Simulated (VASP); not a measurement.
# ScF3 (P4mm) in VASP: a series of runs

The runs below take ScF3 through single point, with LDA.

Everything below comes from runs of VASP 6.6.1. Logs are shortened: lines on timing, memory, paths and dates and some standing lists are left out, and cuts for length are marked.

### 1 The cell of the first run

The structure is tetragonal, space group P4mm (No. 99). Conventional cell: a = 4.012 Å, b = 4.012 Å, c = 4.012 Å, α = 90.00°, β = 90.00°, γ = 90.00°. Within 2.6 Å of Sc (site symmetry 4mm) lie 6 F at 1.93 to 2.08 Å. F (site symmetry 4mm) has 2 Sc at 1.93 to 2.08 Å within 2.6 Å. F (site symmetry 2mm) has 2 Sc at 2.01 Å within 2.7 Å.

### 2 Single point, LDA (all Sc atoms moved +0.075 Å, as atom 1 along Cartesian [1 0 0])

Contents of INCAR:

```
SYSTEM = ScF3
PREC = Accurate
ENCUT = 520
EDIFF = 1E-7
ISMEAR = 0
SIGMA = 0.05
LREAL = .FALSE.
LASPH = .TRUE.
NELM = 80
ALGO = Normal
ISIF = 2
LWAVE = .FALSE.
LCHARG = .FALSE.
NBANDS = 24
```

Contents of KPOINTS:

```
regular mesh
0
G
  6 6 6
  0 0 0
```

Contents of POSCAR:

```
ScF3
1.0
    4.0124500000      0.0000000000      0.0000000000
    0.0000000000      4.0124500000      0.0000000000
    0.0000000000      0.0000000000      4.0124500000
Sc F
1 3
Direct
    0.0186918217      0.0000000000      0.0000000000
    0.5000000000      0.0000000000      0.0000000000
    0.0000000000      0.5000000000      0.0000000000
    0.0000000000      0.0000000000      0.5000000000
```

Potentials or basis: VASP PAW LDA potentials, release 64 (Sc_sv, F).

The run is started by

```
$ cat potpaw_LDA.64/Sc_sv/POTCAR potpaw_LDA.64/F/POTCAR > POTCAR
$ mpirun -np 1 vasp_std > vasp.out
```

OUTCAR:

```text
SYSTEM = ScF3
   PREC = Accurate
   ENCUT = 520
   EDIFF = 1E-7
   ISMEAR = 0
   LREAL = .FALSE.
   LASPH = .TRUE.
   NELM = 80
   ISIF = 2

 ion  position               nearest neighbor table
   1  0.019  0.000  0.000-   2 1.93   3 2.01   4 2.01   4 2.01   3 2.01   2 2.08
   2  0.500  0.000  0.000-   1 1.93   1 2.08
   3  0.000  0.500  0.000-   1 2.01   1 2.01
   4  0.000  0.000  0.500-   1 2.01   1 2.01

  LATTYP: Found a simple cubic cell.
 ALAT       =     4.0124500000

  Lattice vectors:

 A1 = (   4.0124500000,   0.0000000000,   0.0000000000)
 A2 = (   0.0000000000,   4.0124500000,   0.0000000000)
 A3 = (   0.0000000000,   0.0000000000,   4.0124500000)

Analysis of symmetry for initial positions (statically):
=====================================================================
 Subroutine PRICEL returns:
 Original cell was already a primitive cell.

 Routine SETGRP: Setting up the symmetry group for a
 simple cubic supercell.

 Subroutine GETGRP returns: Found  8 space group operations
 (whereof  8 operations were pure point group operations)
 out of a pool of 48 trial point group operations.

The static configuration has the point symmetry C_4v.

Analysis of symmetry for dynamics (positions and initial velocities):
=====================================================================
 Subroutine PRICEL returns:
 Original cell was already a primitive cell.

 Routine SETGRP: Setting up the symmetry group for a
 simple cubic supercell.

 Subroutine GETGRP returns: Found  8 space group operations
 (whereof  8 operations were pure point group operations)
 out of a pool of 48 trial point group operations.

The dynamic configuration has the point symmetry C_4v.

 Subroutine INISYM returns: Found  8 space group operations
 (whereof  8 operations are pure point group operations),
 and found     1 'primitive' translations

----------------------------------------------------------------------------------------

                                     Primitive cell

  volume of cell :      64.5995

  direct lattice vectors                    reciprocal lattice vectors
     4.012450000  0.000000000  0.000000000     0.249224289  0.000000000  0.000000000
     0.000000000  4.012450000  0.000000000     0.000000000  0.249224289  0.000000000
     0.000000000  0.000000000  4.012450000     0.000000000  0.000000000  0.249224289

  length of vectors
     4.012450000  4.012450000  4.012450000     0.249224289  0.249224289  0.249224289

  position of ions in fractional coordinates (direct lattice)
     0.018691822  0.000000000  0.000000000
     0.500000000  0.000000000  0.000000000
     0.000000000  0.500000000  0.000000000
     0.000000000  0.000000000  0.500000000

  ion indices of the primitive-cell ions
   primitive index   ion index
                 1           1
                 2           2
                 3           3
                 4           4

----------------------------------------------------------------------------------------

 KPOINTS: regular mesh

Automatic generation of k-mesh.
 Grid dimensions read from file:
 generate k-points for:    6    6    6

 Generating k-lattice:

  Cartesian coordinates                     Fractional coordinates (reciprocal lattice)
     0.041537382  0.000000000  0.000000000     0.166666667  0.000000000  0.000000000
     0.000000000  0.041537382  0.000000000     0.000000000  0.166666667  0.000000000
     0.000000000  0.000000000  0.041537382     0.000000000  0.000000000  0.166666667

  Length of vectors
     0.041537382  0.041537382  0.041537382

  Shift w.r.t. Gamma in fractional coordinates (k-lattice)
     0.000000000  0.000000000  0.000000000

 Subroutine IBZKPT returns following result:
 ===========================================

 Found     40 irreducible k-points:

 Following reciprocal coordinates:
            Coordinates               Weight
  0.000000  0.000000  0.000000      1.000000
  0.166667  0.000000  0.000000      2.000000
  0.000000  0.166667  0.000000      4.000000
  0.333333  0.000000  0.000000      2.000000
  0.000000  0.333333  0.000000      4.000000
  0.500000  0.000000  0.000000      1.000000
[... 16 lines left out ...]
  0.166667  0.166667  0.166667      8.000000
  0.333333  0.166667  0.166667      8.000000
 [... further k-points ...]
   k-points           NKPTS =     40   k-points in BZ     NKDIM =     40   number of bands    NBANDS=     24
   number of dos      NEDOS =    301   number of ions     NIONS =      4
   total plane-waves  NPLWV =  27000
   dimension x,y,z NGX =    30 NGY =   30 NGZ =   30
   dimension x,y,z NGXF=    60 NGYF=   60 NGZF=   60
   ions per type =               1   3
   NGX,Y,Z   is equivalent  to a cutoff of  12.43, 12.43, 12.43 a.u.
   NGXF,Y,Z  is equivalent  to a cutoff of  24.86, 24.86, 24.86 a.u.
 SYSTEM =  ScF3
   PREC   = accura    normal or accurate (medium, high low for compatibility)
   ISTART =      0    job   : 0-new  1-cont  2-samecut
   ICHARG =      2    charge: 1-file 2-atom 10-const
   ISPIN  =      1    spin polarized calculation?
   LNONCOLLINEAR =      F non collinear calculations
   LSORBIT =      F    spin-orbit coupling
   LASPH  =      T    aspherical Exc in radial PAW
   ENCUT  =  520.0 eV  38.22 Ry    6.18 a.u.   7.46  7.46  7.46*2*pi/ulx,y,z
   NELM   =     80;   NELMIN=  2; NELMDL= -5     # of ELM steps
   EDIFF  = 0.1E-06   stopping-criterion for ELM
   LREAL  =      F    real-space projection
   EDIFFG = 0.1E-05   stopping-criterion for IOM
   NSW    =      0    number of steps for IOM
   IBRION =     -1    ionic relax: 0-MD 1-quasi-New 2-CG
   NFREE  =      0    steps in history (QN), initial steepest desc. (CG)
   ISIF   =      2    stress and relaxation
   ISYM   =      2    0-nonsym 1-usesym 2-fastsym
   POTIM  = 0.5000    time-step for ionic-motion
   TEBEG  =    0.0;   TEEND  =   0.0 temperature during run
   PSTRESS=    0.0 pullay stress
   NELECT =      32.0000    total number of electrons
   NUPDOWN=      -1.0000    fix difference up-down
   EMIN   =  10.00;   EMAX   =-10.00  energy-range for DOS
   EFERMI =   0.00;   METHOD = LEGACY
   ISMEAR =     0;   SIGMA  =   0.05  broadening in eV -4-tet -1-fermi 0-gaus
   EFERMI_NEDOS =   21; number of points for ismear=-14 and -15
   IALGO  =     38    algorithm
   IMIX   =      4    mixing-type and parameters
     AMIX     =   0.40;   BMIX     =  1.00
     AMIX_MAG =   1.60;   BMIX_MAG =  1.00
  volume/ion in A,a.u.               =      16.15       108.98
  Fermi-wavevector in a.u.,A,eV,Ry     =   1.295334  2.447827 22.829091  1.677891
  Thomas-Fermi vector in A             =   2.426861
   LORBIT       =      0    0 simple, 1 ext, 2 COOP (PROOUT), +10 PAW based schemes
   GGA     = CA    functional components
   LHFCALC =     F    Hartree Fock is set to
   AEXX    =    0.0000 exact exchange contribution
   IVDW    =     0    specifies the selected vdW correction
   LEPSILON=     F    determine dielectric tensor
   LRPA    =     F    only Hartree local field effects (RPA)
 non-spin polarized calculation
 Gauss-broadening in eV      SIGMA  =   0.05
  energy-cutoff  :      520.00
  volume of cell :       64.60
 maximum number of plane-waves:      1755
 NGX is ok and might be reduce to    30
   NGX = 15   NGY = 15   NGZ = 15

 number of electron      31.9999963 magnetization

 Free energy of the ion-electron system (eV)
  ---------------------------------------------------
  ext. energy  EPLUGINS =         0.00000000
  ---------------------------------------------------
  free energy    TOTEN  =       -29.55234768 eV

  energy without entropy =      -29.55234768  energy(sigma->0) =      -29.55234768

 E-fermi :  -3.5221     XC(G=0):  -8.8718

 val. band max:       -3.8448297566   @ k =   0.5000   0.5000   0.5000
 cond. band min:       2.3483508801   @ k =   0.0000   0.0000   0.0000
 fundamental gap:      6.1931806368
 Fermi energy:        -3.5220662608

 k-point     1 :       0.0000    0.0000    0.0000
  band No.  band energies     occupation
      1     -49.1120      2.00000
      2     -28.1996      2.00000
      3     -28.1474      2.00000
      4     -28.1474      2.00000
      5     -23.5166      2.00000
      6     -23.2277      2.00000
[... 16 lines left out ...]
     23      11.9794      0.00000
     24      11.9869      0.00000

 k-point     2 :       0.1667    0.0000    0.0000
  band No.  band energies     occupation
      1     -49.1107      2.00000
      2     -28.3193      2.00000
      3     -28.1463      2.00000
      4     -28.1463      2.00000
      5     -23.4494      2.00000
      6     -23.2181      2.00000
[... 16 lines left out ...]
     23      10.4715      0.00000
     24      12.2519      0.00000

 k-point     3 :       0.0000    0.1667    0.0000
  band No.  band energies     occupation
      1     -49.1107      2.00000
      2     -28.2679      2.00000
      3     -28.1978      2.00000
      4     -28.1463      2.00000
      5     -23.4610      2.00000
      6     -23.2238      2.00000
[... 16 lines left out ...]
     23      10.4658      0.00000
     24      12.2484      0.00000

 k-point     4 :       0.3333    0.0000    0.0000
  band No.  band energies     occupation
      1     -49.1081      2.00000
      2     -28.5349      2.00000
      3     -28.1439      2.00000
      4     -28.1439      2.00000
      5     -23.4096      2.00000
      6     -23.2150      2.00000
[... 16 lines left out ...]
     23       8.6936      0.00000
     24      12.8546      0.00000

 k-point     5 :       0.0000    0.3333    0.0000
  band No.  band energies     occupation
      1     -49.1082      2.00000
      2     -28.4834      2.00000
      3     -28.1957      2.00000
      4     -28.1440      2.00000
      5     -23.4264      2.00000
      6     -23.2207      2.00000
[... 451 lines left out ...]
 k-point    22 :       0.0000    0.5000    0.5000
  band No.  band energies     occupation
      1     -49.1017      2.00000
      2     -28.5760      2.00000
      3     -28.5760      2.00000
      4     -28.1895      2.00000
      5     -23.3246      2.00000
      6     -22.4045      2.00000
[... 16 lines left out ...]
     23       8.7488      0.00000
     24       8.7488      0.00000

 k-point    23 :       0.1667    0.1667    0.1667
  band No.  band energies     occupation
      1     -49.1081      2.00000
      2     -28.3182      2.00000
      3     -28.2643      2.00000
      4     -28.2635      2.00000
      5     -23.2341      2.00000
      6     -23.0172      2.00000
[... 16 lines left out ...]
     23      10.7682      0.00000
     24      10.7755      0.00000

 k-point    24 :       0.3333    0.1667    0.1667
  band No.  band energies     occupation
      1     -49.1055      2.00000
      2     -28.5322      2.00000
      3     -28.2631      2.00000
      4     -28.2610      2.00000
      5     -23.1545      2.00000
      6     -23.0056      2.00000
[... 16 lines left out ...]
     23       9.1031      0.00000
     24      11.4414      0.00000

 [... further k-points ...]

------------------------ aborting loop because EDIFF is reached ----------------------------------------

  FORCE on cell =-STRESS in cart. coord.  units (eV):
  Direction    XX          YY          ZZ          XY          YZ          ZX
  --------------------------------------------------------------------------------------
  -------------------------------------------------------------------------------------
  Total       -0.4480243     -0.9760615     -0.9760615      0.0000000     -0.0000000      0.0000000
  in kB      -11.1117697    -24.2079969    -24.2079969      0.0000000     -0.0000000      0.0000000
  external PRESSURE =     -19.8425878 kB  Pullay stress =       0.0000000 kB

 VOLUME and BASIS-vectors are now :
 -----------------------------------------------------------------------------
  energy-cutoff  :      520.00
  volume of cell :       64.60
      direct lattice vectors                 reciprocal lattice vectors
     4.012450000  0.000000000  0.000000000     0.249224289  0.000000000  0.000000000
     0.000000000  4.012450000  0.000000000     0.000000000  0.249224289  0.000000000
     0.000000000  0.000000000  4.012450000     0.000000000  0.000000000  0.249224289

 POSITION                                       TOTAL-FORCE (eV/Angst)
 -----------------------------------------------------------------------------------
      0.07500      0.00000      0.00000        -0.741718     -0.000000      0.000000
      2.00623      0.00000      0.00000         0.688321      0.000000     -0.000000
      0.00000      2.00623      0.00000         0.026698      0.000000     -0.000000
      0.00000      0.00000      2.00623         0.026698      0.000000     -0.000000
 -----------------------------------------------------------------------------------
    total drift:                               -0.000151      0.000000      0.000000

  FREE ENERGIE OF THE ION-ELECTRON SYSTEM (eV)
  ---------------------------------------------------
  free  energy   TOTEN  =       -29.5523476775 eV

  energy  without entropy=      -29.5523476775  energy(sigma->0) =      -29.55234768
```

Wall time 44 s (1 thread of Intel Xeon 6975P-C, shared host); peak memory 0.18 GiB.

What came out:

* Free energy: -29.5523 eV
* Pressure: -2.0 GPa
* Largest force: 0.742 eV/Å
* Band gap on the k mesh: 6.19 eV, indirect (least direct gap 6.74 eV)

Forces on the atoms (eV/Å):
```
Sc  -0.742  0.000  0.000
F    0.688  0.000  0.000
F    0.027  0.000  0.000
F    0.027  0.000  0.000
```

Levels at points of the mesh, in eV from the valence-band top:
```csv
k point,band 13,band 14,band 15,band 16,band 17,band 18,band 19,band 20
"(0.00, 0.00, 0.00)",-0.60,-0.57,-0.55,-0.55,6.19,6.23,6.23,7.59
"(0.50, 0.00, 0.00)",-1.22,-0.72,-0.54,-0.54,6.23,7.14,7.14,7.99
"(0.00, 0.50, 0.00)",-1.17,-0.74,-0.62,-0.57,6.27,7.11,7.12,8.01
"(0.50, 0.50, 0.00)",-1.15,-0.97,-0.96,-0.04,7.15,7.18,7.80,8.65
"(0.00, 0.50, 0.50)",-1.18,-1.01,-1.01,-0.01,7.15,7.15,7.79,8.63
"(0.50, 0.50, 0.50)",-2.31,-0.04,-0.04,0.00,7.83,7.85,7.85,10.75
```

Caveat: the cell differs from its parent crystal (all Sc atoms moved +0.075 Å, as atom 1 along Cartesian [1 0 0]).

### 3 Single point, LDA (all Sc atoms moved +0.113 Å, as atom 1 along Cartesian [1 0 0])

Contents of INCAR:

```
SYSTEM = ScF3
PREC     = Accurate       ! precision mode
ENCUT    = 520            ! plane-wave cutoff, eV
EDIFF    = 1E-7           ! SCF threshold, eV
ISMEAR   = 0              ! smearing method
SIGMA    = 0.05           ! smearing width, eV
LREAL    = .FALSE.        ! projectors in reciprocal space
LASPH    = .TRUE.         ! aspherical terms in the spheres
NELM     = 60             ! most SCF steps
ALGO     = Normal         ! electronic algorithm
ISIF     = 2              ! what is computed and relaxed
LWAVE    = .FALSE.        ! write WAVECAR
LCHARG   = .TRUE.         ! write CHGCAR
GGA      = CA             ! functional
LELF     = .TRUE.         ! ELF
LVHAR    = .TRUE.       
NBANDS   = 24             ! bands
```

Contents of KPOINTS:

```
Automatic mesh
0
G
  6 6 6
  0 0 0
```

POSCAR: that of step 2 with these lines changed.

```diff
@@ -8,3 +8,3 @@
 Direct
-    0.0186918217      0.0000000000      0.0000000000
+    0.0280377326      0.0000000000      0.0000000000
     0.5000000000      0.0000000000      0.0000000000
```

Potentials or basis: VASP PAW LDA potentials, release 64 (Sc_sv, F).

The run is started by

```
$ cat potpaw_LDA.64/Sc_sv/POTCAR potpaw_LDA.64/F/POTCAR > POTCAR
$ mpirun -np 1 vasp_std > vasp.out
```

Wall time 46 s (1 thread of Intel Xeon 6975P-C, shared host); peak memory 0.18 GiB.

The run converged. Its results:

```yaml
Free_energy: -29.5163 eV
Pressure: -1.6 GPa
Largest_force: 1.196 eV/Å
Band_gap_on_the_k_mesh: 6.20 eV, indirect (least direct gap 6.76 eV)
```

Forces in eV/Å, atoms in the order of the input:
```
Sc  -1.196  0.000  0.000
F    1.108  0.000  0.000
F    0.044  0.000  0.000
F    0.044  0.000  0.000
```

Stress tensor (GPa, compression positive):
```
 0.41  0.00  0.00
 0.00 -2.55  0.00
 0.00  0.00 -2.55
```

Levels at points of the mesh, in eV from the valence-band top:
| k point | band 12 | band 13 | band 14 | band 15 | band 16 | band 17 | band 18 | band 19 | band 20 | band 21 |
| --- | --- | --- | --- | --- | --- | --- | --- | --- | --- | --- |
| (0.00, 0.00, 0.00) | -0.73 | -0.62 | -0.61 | -0.55 | -0.55 | 6.20 | 6.30 | 6.30 | 7.55 | 7.98 |
| (0.50, 0.00, 0.00) | -1.26 | -1.26 | -0.73 | -0.54 | -0.54 | 6.25 | 7.19 | 7.19 | 8.01 | 9.17 |
| (0.00, 0.50, 0.00) | -1.17 | -1.17 | -0.77 | -0.71 | -0.60 | 6.34 | 7.11 | 7.13 | 8.05 | 9.13 |
| (0.50, 0.50, 0.00) | -1.17 | -1.15 | -0.97 | -0.96 | -0.08 | 7.15 | 7.23 | 7.81 | 8.67 | 10.72 |
| (0.00, 0.50, 0.50) | -1.22 | -1.22 | -1.04 | -1.04 | 0.00 | 7.17 | 7.17 | 7.78 | 8.62 | 10.71 |
| (0.50, 0.50, 0.50) | -2.37 | -2.30 | -0.08 | -0.08 | 0.00 | 7.82 | 7.85 | 7.85 | 10.71 | 10.73 |

Caveat: the cell differs from its parent crystal (all Sc atoms moved +0.113 Å, as atom 1 along Cartesian [1 0 0]); forces of over 1 eV/Å act on the atoms, so gaps and moduli don't describe the material at rest.

### 4 Single point, LDA (all Sc atoms moved +0.037 Å, as atom 1 along Cartesian [1 0 0])

Contents of INCAR:

```
SYSTEM = ScF3
ALGO     = Normal         ! electronic algorithm
EDIFF    = 1E-6           ! SCF threshold, eV
ENCUT    = 520            ! plane-wave cutoff, eV
ISIF     = 2              ! what is computed and relaxed
ISMEAR   = 0              ! smearing method
LASPH    = .TRUE.         ! aspherical terms in the spheres
LCHARG   = .FALSE.        ! write CHGCAR
LREAL    = .FALSE.        ! projectors in reciprocal space
LWAVE    = .FALSE.        ! write WAVECAR
NBANDS   = 24             ! bands
NELM     = 100            ! most SCF steps
PREC     = Accurate       ! precision mode
SIGMA    = 0.05           ! smearing width, eV
```

Contents of KPOINTS:

```
k-points
0
G
  6 6 6
  0 0 0
```

POSCAR: that of step 3 with these lines changed.

```diff
@@ -8,3 +8,3 @@
 Direct
-    0.0280377326      0.0000000000      0.0000000000
+    0.0093459109      0.0000000000      0.0000000000
     0.5000000000      0.0000000000      0.0000000000
```

The run is started by

```
$ cat potpaw_LDA.64/Sc_sv/POTCAR potpaw_LDA.64/F/POTCAR > POTCAR
$ mpirun -np 1 vasp_std > vasp.out
```

Run time: 44 s. Hardware: 1 thread of Intel Xeon 6975P-C, shared host; peak memory 0.18 GiB.

It converged, with:

```yaml
Free_energy: -29.5727 eV
Pressure: -2.2 GPa
Largest_force: 0.354 eV/Å
Band_gap_on_the_k_mesh: 6.19 eV, indirect (least direct gap 6.73 eV)
```

Forces on the atoms (eV/Å):
```
Sc  -0.354  0.000  0.000
F    0.329  0.000  0.000
F    0.012  0.000  0.000
F    0.012  0.000  0.000
```

Stress tensor (GPa, compression positive):
```
-2.02  0.00  0.00
 0.00 -2.35  0.00
 0.00  0.00 -2.35
```

Levels at points of the mesh, in eV from the valence-band top:
```csv
k point,band 14,band 15,band 16,band 17,band 18,band 19
"(0.00, 0.00, 0.00)",-0.54,-0.54,-0.54,6.19,6.20,6.20
"(0.50, 0.00, 0.00)",-0.72,-0.54,-0.54,6.23,7.12,7.12
"(0.00, 0.50, 0.00)",-0.72,-0.56,-0.55,6.24,7.11,7.11
"(0.50, 0.50, 0.00)",-0.96,-0.96,-0.01,7.15,7.15,7.80
"(0.00, 0.50, 0.50)",-0.97,-0.97,0.00,7.15,7.15,7.79
"(0.50, 0.50, 0.50)",-0.01,-0.01,0.00,7.84,7.84,7.84
```

Caveat: the cell differs from its parent crystal (all Sc atoms moved +0.037 Å, as atom 1 along Cartesian [1 0 0]). A k mesh can miss the band edges.
